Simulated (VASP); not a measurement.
## BP: single point with PBEsol+D3(BJ)

Crystal: BP.

```
B P
1.0
     0.00000    2.25916    2.25916
     2.25916    0.00000    2.25916
     2.25916    2.25916    0.00000
B P
1 1
Cartesian
  0.0000 0.0000 0.0000
  3.3887 3.3887 3.3887
```

This cell differs from its parent crystal: volume scaled by 1.02.

- Program: VASP 6.6.1
- Task: single point
- Functional: PBEsol
- Dispersion: D3(BJ)
- Potentials or basis: VASP PAW PBE potentials, release 64 (B, P)
- Cutoff: 520 eV
- k mesh: 8 × 8 × 8
- Occupations: gaussian, width 0.05 eV
- Spin: no spin polarisation
- Dipole correction: no
- Further INCAR settings: ALGO = Normal; EDIFF = 1e-06; NBANDS = 11

The pressure is -3.2 GPa and the band gap on the k mesh is 1.15 eV, indirect (least direct gap 3.38 eV). The dispersion energy per atom is -0.254 eV.

Levels at points of the mesh, in eV from the valence-band top:
```tsv
k point	band 1	band 2	band 3	band 4	band 5	band 6	band 7	band 8	band 9
(0.00, 0.00, 0.00)	-15.62	0.00	0.00	0.00	3.38	3.38	3.38	7.54	11.33
(0.50, 0.00, 0.00)	-12.21	-9.19	-1.78	-1.78	3.81	4.66	4.66	9.97	14.68
(0.50, 0.50, 0.00)	-10.67	-8.67	-4.19	-4.19	1.20	1.50	12.22	12.22	15.29
```

It took 12 s on 1 thread of AMD EPYC 7R43 64-Core Processor (Zen 3), with other jobs on the host, peak memory 0.1 GiB.

Caveat: the PAW data sets were made with another functional, which shifts forces and pressure a little. A k mesh can miss the band edges.
